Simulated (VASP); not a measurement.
# Al2InSb3 (I-4m2) in VASP: further runs

Runs on Al2InSb3. Level: PBE. Tasks: single point.

Everything below comes from runs of VASP 6.6.1. Logs are shortened: lines on timing, memory, paths and dates and some standing lists are left out, and cuts for length are marked.

### Step 1. The cell of the first run

It takes space group I-4m2 (No. 119, tetragonal). Conventional cell: a = 4.306 Å, b = 4.306 Å, c = 18.291 Å, α = 90.00°, β = 90.00°, γ = 90.00°. Al (site symmetry 2mm) has 4 Sb at 2.59 to 2.60 Å within 3.4 Å. Within 3.6 Å of In (site symmetry -4m2) lie 4 Sb at 2.72 Å. Within 3.4 Å of Sb (site symmetry 2mm) lie 2 Al at 2.59 Å and 2 In at 2.72 Å. Within 3.4 Å of Sb (site symmetry -4m2) lie 4 Al at 2.60 Å.

### Step 2. Single point, PBE (28.26 Å³/atom)

File INCAR:

```
SYSTEM = Al2InSb3
PREC = Accurate
ENCUT = 520
EDIFF = 1E-6
ISMEAR = 0
SIGMA = 0.02
LREAL = .False.
LASPH = .True.
NELM = 80
ALGO = Normal
ISIF = 2
LWAVE = .False.
LCHARG = .False.
GGA = PE
NBANDS = 26
```

File KPOINTS:

```
regular mesh
0
Gamma
  12 12 12
  0 0 0
```

File POSCAR:

```
Al2InSb3
1.0
   -2.1529487309      2.1529487309      9.1454392960
    2.1529487309     -2.1529487309      9.1454392960
    2.1529487309      2.1529487309     -9.1454392960
Al In Sb
2 1 3
Direct
    0.6700661878      0.6700661878      0.0000000000
    0.3299338122      0.3299338122      0.0000000000
    0.0000000000      0.0000000000      0.0000000000
    0.5913065370      0.0913065370      0.5000000000
    0.2500000000      0.7500000000      0.5000000000
    0.9086934630      0.4086934630      0.5000000000
```

Potentials or basis: VASP PAW PBE potentials, release 64 (Al, In_d, Sb).

Started as:

```sh
> cat potpaw_PBE.64/Al/POTCAR potpaw_PBE.64/In_d/POTCAR potpaw_PBE.64/Sb/POTCAR > POTCAR
> mpirun -np 1 vasp_std > vasp.out
```

OUTCAR:

```text
SYSTEM = Al2InSb3
   PREC = Accurate
   ENCUT = 520
   EDIFF = 1E-6
   ISMEAR = 0
   LREAL = .False.
   LASPH = .True.
   NELM = 80
   ISIF = 2
   GGA = PE

 ion  position               nearest neighbor table
   1  0.670  0.670  0.000-   4 2.59   4 2.59   5 2.60   5 2.60
   2  0.330  0.330  0.000-   6 2.59   6 2.59   5 2.60   5 2.60
   3  0.000  0.000  0.000-   4 2.72   6 2.72   4 2.72   6 2.72
   4  0.591  0.091  0.500-   1 2.59   1 2.59   3 2.72   3 2.72
   5  0.250  0.750  0.500-   1 2.60   2 2.60   2 2.60   1 2.60
   6  0.909  0.409  0.500-   2 2.59   2 2.59   3 2.72   3 2.72

  LATTYP: Found a body centered tetragonal cell.
 ALAT       =     4.3058974618
 C/A-ratio  =     4.2478667349

  Lattice vectors:

 A1 = (  -2.1529487309,   2.1529487309,   9.1454392960)
 A2 = (   2.1529487309,  -2.1529487309,   9.1454392960)
 A3 = (   2.1529487309,   2.1529487309,  -9.1454392960)

Analysis of symmetry for initial positions (statically):
=====================================================================
 Subroutine PRICEL returns:
 Original cell was already a primitive cell.

 Routine SETGRP: Setting up the symmetry group for a
 body centered tetragonal supercell.

 Subroutine GETGRP returns: Found  8 space group operations
 (whereof  8 operations were pure point group operations)
 out of a pool of 16 trial point group operations.

The static configuration has the point symmetry D_2d.

Analysis of symmetry for dynamics (positions and initial velocities):
=====================================================================
 Subroutine PRICEL returns:
 Original cell was already a primitive cell.

 Routine SETGRP: Setting up the symmetry group for a
 body centered tetragonal supercell.

 Subroutine GETGRP returns: Found  8 space group operations
 (whereof  8 operations were pure point group operations)
 out of a pool of 16 trial point group operations.

The dynamic configuration has the point symmetry D_2d.

 Subroutine INISYM returns: Found  8 space group operations
 (whereof  8 operations are pure point group operations),
 and found     1 'primitive' translations

----------------------------------------------------------------------------------------

                                     Primitive cell

  volume of cell :     169.5633

  direct lattice vectors                    reciprocal lattice vectors
    -2.152948731  2.152948731  9.145439296     0.000000000  0.232239622  0.054672059
     2.152948731 -2.152948731  9.145439296     0.232239622  0.000000000  0.054672059
     2.152948731  2.152948731 -9.145439296     0.232239622  0.232239622  0.000000000

  length of vectors
     9.638954113  9.638954113  9.638954113     0.238588089  0.238588089  0.328436424

  position of ions in fractional coordinates (direct lattice)
     0.670066188  0.670066188  0.000000000
     0.329933812  0.329933812  0.000000000
     0.000000000  0.000000000  0.000000000
     0.591306537  0.091306537  0.500000000
     0.250000000  0.750000000  0.500000000
     0.908693463  0.408693463  0.500000000

  ion indices of the primitive-cell ions
   primitive index   ion index
                 1           1
                 2           2
                 3           3
                 4           4
                 5           5
                 6           6

----------------------------------------------------------------------------------------

 KPOINTS: regular mesh

Automatic generation of k-mesh.
 Grid dimensions read from file:
 generate k-points for:   12   12   12

 Generating k-lattice:

  Cartesian coordinates                     Fractional coordinates (reciprocal lattice)
     0.000000000  0.019353302  0.004556005     0.083333333  0.000000000  0.000000000
     0.019353302  0.000000000  0.004556005     0.000000000  0.083333333  0.000000000
     0.019353302  0.019353302  0.000000000     0.000000000  0.000000000  0.083333333

  Length of vectors
     0.019882341  0.019882341  0.027369702

  Shift w.r.t. Gamma in fractional coordinates (k-lattice)
     0.000000000  0.000000000  0.000000000

 Subroutine IBZKPT returns following result:
 ===========================================

 Found    163 irreducible k-points:

 Following reciprocal coordinates:
            Coordinates               Weight
  0.000000  0.000000  0.000000      1.000000
  0.083333 -0.000000  0.000000      8.000000
  0.166667  0.000000  0.000000      8.000000
  0.250000  0.000000 -0.000000      8.000000
  0.333333 -0.000000  0.000000      8.000000
  0.416667 -0.000000  0.000000      8.000000
[... 16 lines left out ...]
  0.500000  0.166667  0.000000     16.000000
 -0.416667  0.166667 -0.000000     16.000000
 [... further k-points ...]
   k-points           NKPTS =    163   k-points in BZ     NKDIM =    163   number of bands    NBANDS=     26
   number of dos      NEDOS =    301   number of ions     NIONS =      6
   total plane-waves  NPLWV = 373248
   dimension x,y,z NGX =    72 NGY =   72 NGZ =   72
   dimension x,y,z NGXF=   144 NGYF=  144 NGZF=  144
   ions per type =               2   1   3
   NGX,Y,Z   is equivalent  to a cutoff of  12.42, 12.42, 12.42 a.u.
   NGXF,Y,Z  is equivalent  to a cutoff of  24.84, 24.84, 24.84 a.u.
 SYSTEM =  Al2InSb3
   PREC   = accura    normal or accurate (medium, high low for compatibility)
   ISTART =      0    job   : 0-new  1-cont  2-samecut
   ICHARG =      2    charge: 1-file 2-atom 10-const
   ISPIN  =      1    spin polarized calculation?
   LNONCOLLINEAR =      F non collinear calculations
   LSORBIT =      F    spin-orbit coupling
   LASPH  =      T    aspherical Exc in radial PAW
   ENCUT  =  520.0 eV  38.22 Ry    6.18 a.u.  17.92 17.92 17.92*2*pi/ulx,y,z
   NELM   =     80;   NELMIN=  2; NELMDL= -5     # of ELM steps
   EDIFF  = 0.1E-05   stopping-criterion for ELM
   LREAL  =      F    real-space projection
   EDIFFG = 0.1E-04   stopping-criterion for IOM
   NSW    =      0    number of steps for IOM
   IBRION =     -1    ionic relax: 0-MD 1-quasi-New 2-CG
   NFREE  =      0    steps in history (QN), initial steepest desc. (CG)
   ISIF   =      2    stress and relaxation
   ISYM   =      2    0-nonsym 1-usesym 2-fastsym
   POTIM  = 0.5000    time-step for ionic-motion
   TEBEG  =    0.0;   TEEND  =   0.0 temperature during run
   PSTRESS=    0.0 pullay stress
   NELECT =      34.0000    total number of electrons
   NUPDOWN=      -1.0000    fix difference up-down
   EMIN   =  10.00;   EMAX   =-10.00  energy-range for DOS
   EFERMI =   0.00;   METHOD = LEGACY
   ISMEAR =     0;   SIGMA  =   0.02  broadening in eV -4-tet -1-fermi 0-gaus
   EFERMI_NEDOS =   21; number of points for ismear=-14 and -15
   IALGO  =     38    algorithm
   IMIX   =      4    mixing-type and parameters
     AMIX     =   0.40;   BMIX     =  1.00
     AMIX_MAG =   1.60;   BMIX_MAG =  1.00
  volume/ion in A,a.u.               =      28.26       190.71
  Fermi-wavevector in a.u.,A,eV,Ry     =   0.958202  1.810740 12.492209  0.918151
  Thomas-Fermi vector in A             =   2.087288
   LORBIT       =      0    0 simple, 1 ext, 2 COOP (PROOUT), +10 PAW based schemes
   GGA     = PE    functional components
   LHFCALC =     F    Hartree Fock is set to
   AEXX    =    0.0000 exact exchange contribution
   IVDW    =     0    specifies the selected vdW correction
   LEPSILON=     F    determine dielectric tensor
   LRPA    =     F    only Hartree local field effects (RPA)
 non-spin polarized calculation
 Gauss-broadening in eV      SIGMA  =   0.02
  energy-cutoff  :      520.00
  volume of cell :      169.56
 maximum number of plane-waves:      4616
   NGX = 35   NGY = 35   NGZ = 35

 number of electron      33.9999999 magnetization

 Free energy of the ion-electron system (eV)
  ---------------------------------------------------
  ext. energy  EPLUGINS =         0.00000000
  ---------------------------------------------------
  free energy    TOTEN  =       -22.81375712 eV

  energy without entropy =      -22.81375712  energy(sigma->0) =      -22.81375712

 E-fermi :   5.9014     XC(G=0):  -8.9933

 val. band max:        5.7811380297   @ k =   0.0000   0.0000   0.0000
 cond. band min:       6.7771043805   @ k =  -0.3333  -0.3333   0.3333
 fundamental gap:      0.9959663508
 Fermi energy:         5.9014278935

 k-point     1 :       0.0000    0.0000    0.0000
  band No.  band energies     occupation
      1      -8.8981      2.00000
      2      -8.8090      2.00000
      3      -8.8090      2.00000
      4      -8.7406      2.00000
      5      -8.7256      2.00000
      6      -5.4788      2.00000
[... 18 lines left out ...]
     25       8.9105      0.00000
     26      12.0908      0.00000

 k-point     2 :       0.0833   -0.0000    0.0000
  band No.  band energies     occupation
      1      -8.8960      2.00000
      2      -8.8122      2.00000
      3      -8.8087      2.00000
      4      -8.7399      2.00000
      5      -8.7265      2.00000
      6      -5.4289      2.00000
[... 18 lines left out ...]
     25       9.1887      0.00000
     26      11.9013      0.00000

 k-point     3 :       0.1667    0.0000    0.0000
  band No.  band energies     occupation
      1      -8.8909      2.00000
      2      -8.8207      2.00000
      3      -8.8082      2.00000
      4      -8.7379      2.00000
      5      -8.7290      2.00000
      6      -5.2813      2.00000
[... 572 lines left out ...]
 k-point    23 :       0.5000    0.1667    0.0000
  band No.  band energies     occupation
      1      -8.8836      2.00000
      2      -8.8463      2.00000
      3      -8.7999      2.00000
      4      -8.7434      2.00000
      5      -8.7270      2.00000
      6      -3.9069      2.00000
[... 18 lines left out ...]
     25      10.5709      0.00000
     26      10.9468      0.00000

 k-point    24 :      -0.4167    0.1667   -0.0000
  band No.  band energies     occupation
      1      -8.8821      2.00000
      2      -8.8459      2.00000
      3      -8.8009      2.00000
      4      -8.7425      2.00000
      5      -8.7280      2.00000
      6      -4.2234      2.00000
[... 18 lines left out ...]
     25      10.6782      0.00000
     26      11.2233      0.00000

 [... further k-points ...]

------------------------ aborting loop because EDIFF is reached ----------------------------------------

  FORCE on cell =-STRESS in cart. coord.  units (eV):
  Direction    XX          YY          ZZ          XY          YZ          ZX
  --------------------------------------------------------------------------------------
  -------------------------------------------------------------------------------------
  Total        8.3027835      8.3027835      8.2807395      0.0000000      0.0000000      0.0000000
  in kB       78.4517000     78.4517000     78.2434094      0.0000000      0.0000000      0.0000000
  external PRESSURE =      78.3822698 kB  Pullay stress =       0.0000000 kB

 VOLUME and BASIS-vectors are now :
 -----------------------------------------------------------------------------
  energy-cutoff  :      520.00
  volume of cell :      169.56
      direct lattice vectors                 reciprocal lattice vectors
    -2.152948731  2.152948731  9.145439296     0.000000000  0.232239622  0.054672059
     2.152948731 -2.152948731  9.145439296     0.232239622  0.000000000  0.054672059
     2.152948731  2.152948731 -9.145439296     0.232239622  0.232239622  0.000000000

 POSITION                                       TOTAL-FORCE (eV/Angst)
 -----------------------------------------------------------------------------------
      0.00000      0.00000     12.25610         0.000000     -0.000000     -0.002099
      0.00000      0.00000      6.03478         0.000000     -0.000000      0.002099
      0.00000      0.00000      0.00000         0.000000     -0.000000     -0.000000
      0.00000      2.15295      1.67008        -0.000000      0.000000     -0.030971
      2.15295      0.00000      4.57272         0.000000     -0.000000     -0.000000
      0.00000      2.15295      7.47536        -0.000000      0.000000      0.030971
 -----------------------------------------------------------------------------------
    total drift:                               -0.000000      0.000000      0.000000

  FREE ENERGIE OF THE ION-ELECTRON SYSTEM (eV)
  ---------------------------------------------------
  free  energy   TOTEN  =       -22.8137571224 eV

  energy  without entropy=      -22.8137571224  energy(sigma->0) =      -22.81375712
```

Run time: 30 min. Hardware: 1 thread of Intel Xeon Platinum 8559C (Emerald Rapids), shared host; peak memory 1.2 GiB.

What came out:

* Free energy: -22.8138 eV
* Pressure: 7.8 GPa
* Largest force: 0.031 eV/Å
* Band gap on the k mesh: 1.00 eV (least direct gap 1.01 eV)

Forces on the atoms (eV/Å):
```
Al   0.000  0.000 -0.002
Al   0.000  0.000  0.002
In   0.000  0.000  0.000
Sb   0.000  0.000 -0.031
Sb   0.000  0.000  0.000
Sb   0.000  0.000  0.031
```

Levels at points of the mesh, in eV from the valence-band top:
```tsv
k point	band 13	band 14	band 15	band 16	band 17	band 18	band 19	band 20	band 21	band 22
(0.00, 0.00, 0.00)	-1.93	-1.93	-0.16	0.00	0.00	1.01	1.25	1.48	2.20	2.40
(0.50, 0.00, 0.00)	-2.55	-1.37	-1.33	-1.08	-0.70	1.19	2.12	2.45	3.62	3.68
(0.50, 0.50, 0.00)	-3.11	-2.97	-2.96	-2.48	-2.48	1.06	1.21	2.61	2.77	3.02
(0.50, 0.50, 0.50)	-2.06	-1.18	-1.18	-0.77	-0.77	1.01	1.23	1.98	2.32	3.28
```

Caveat: the cell stands under pressure; spin-orbit coupling is left out, which moves the levels of the heavy elements. A k mesh can miss the band edges.

### Step 3. Single point, PBE (35.33 Å³/atom)

This run uses another cell than the first one, of 35.33 Å³/atom.

File INCAR:

```
SYSTEM = Al2InSb3
  PREC = Accurate
  ENCUT = 520
  EDIFF = 1E-6
  ISMEAR = 0
  SIGMA = 0.02
  LREAL = .FALSE.
  LASPH = .TRUE.
  NELM = 60
  ALGO = Normal
  ISIF = 2
  LWAVE = .FALSE.
  LCHARG = .TRUE.
  GGA = PE
  LELF = .TRUE.
  LVHAR = .TRUE.
  NBANDS = 26
```

File KPOINTS:

```
Automatic mesh
0
G
  12 12 12
  0 0 0
```

File POSCAR:

```
Al2InSb3
1.0
   -2.3176228686      2.3176228686      9.8649849075
    2.3176228686     -2.3176228686      9.8649849075
    2.3176228686      2.3176228686     -9.8649849075
Al In Sb
2 1 3
Direct
    0.6699297689      0.6699297689      0.0000000000
    0.3300702311      0.3300702311      0.0000000000
    0.0000000000      0.0000000000      0.0000000000
    0.5908182695      0.0908182695      0.5000000000
    0.2500000000      0.7500000000      0.5000000000
    0.9091817305      0.4091817305      0.5000000000
```

Potentials or basis: VASP PAW PBE potentials, release 64 (Al, In_d, Sb).

Started as:

```sh
> cat potpaw_PBE.64/Al/POTCAR potpaw_PBE.64/In_d/POTCAR potpaw_PBE.64/Sb/POTCAR > POTCAR
> mpirun -np 1 vasp_std > vasp.out
```

Run time: 58 min. Hardware: 1 thread of Intel Xeon Platinum 8175M at 2.50GHz (Skylake/Cascade Lake), shared host; peak memory 1.6 GiB.

Results (log left out):

* Free energy: -23.1102 eV
* Pressure: -3.4 GPa
* Largest force: 0.017 eV/Å
* Band gap on the k mesh: zero (filled and empty bands touch)

Forces in eV/Å, atoms in the order of the input:
```
Al   0.000  0.000  0.003
Al   0.000  0.000 -0.003
In   0.000  0.000  0.000
Sb   0.000  0.000 -0.017
Sb   0.000  0.000  0.000
Sb   0.000  0.000  0.017
```

Levels at points of the mesh, in eV from the Fermi level:
```tsv
k point	band 13	band 14	band 15	band 16	band 17	band 18	band 19	band 20	band 21	band 22
(0.00, 0.00, 0.00)	-1.43	-1.43	-0.10	-0.05	0.00	0.00	1.31	1.40	2.19	2.31
(0.50, 0.00, 0.00)	-1.96	-1.05	-1.03	-0.83	-0.51	0.66	1.74	1.88	3.50	3.65
(0.50, 0.50, 0.00)	-2.35	-2.21	-2.19	-1.88	-1.87	1.31	1.45	2.68	2.73	2.76
(0.50, 0.50, 0.50)	-1.94	-0.88	-0.88	-0.53	-0.53	1.31	1.37	1.80	2.05	2.37
```

Caveat: the cell stands under tension; semilocal functionals underestimate gaps, so a narrow gap can read as zero; spin-orbit coupling is left out, which moves the levels of the heavy elements.
